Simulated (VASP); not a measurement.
Input of a VASP 6.6.1 run:

The input INCAR:

```
SYSTEM = MoS2
PREC = Accurate
ENCUT = 520
EDIFF = 1E-7
ISMEAR = 1
SIGMA = 0.177
LREAL = .FALSE.
LASPH = .TRUE.
NELM = 80
ALGO = Normal
ISIF = 2
LWAVE = .FALSE.
LCHARG = .TRUE.
GGA = PS
LELF = .TRUE.
LVHAR = .TRUE.
NBANDS = 35
```

KPOINTS

```
Automatic mesh
0
G
  12 12 2
  0 0 0
```

File POSCAR:

```
MoS2
1.0
    3.0474000000      0.0000000000      0.0000000000
   -1.5237000000      2.6391258155      0.0000000000
    0.0000000000      0.0000000000     12.9474000000
Mo S
2 4
Direct
    0.3333333333      0.6666666667      0.2500000000
    0.6666666667      0.3333333333      0.7500000000
    0.3333333333      0.6666666667      0.6259932117
    0.6666666667      0.3333333333      0.1259932117
    0.3333333333      0.6666666667      0.8740067883
    0.6666666667      0.3333333333      0.3740067883
```

Potentials or basis: VASP PAW PBE potentials, release 64 (Mo_sv, S).

Launch:

```bash
$ cat potpaw_PBE.64/Mo_sv/POTCAR potpaw_PBE.64/S/POTCAR > POTCAR
$ mpirun -np 1 vasp_std > vasp.out
```

(1) Estimate the band gap on the k mesh.

(2) Estimate the largest force.

## Answers

(1) 1.24 eV, indirect (least direct gap 2.14 eV).

(2) 0.236 eV/Å.

Caveat: the PAW data sets were made with another functional, which shifts forces and pressure a little.
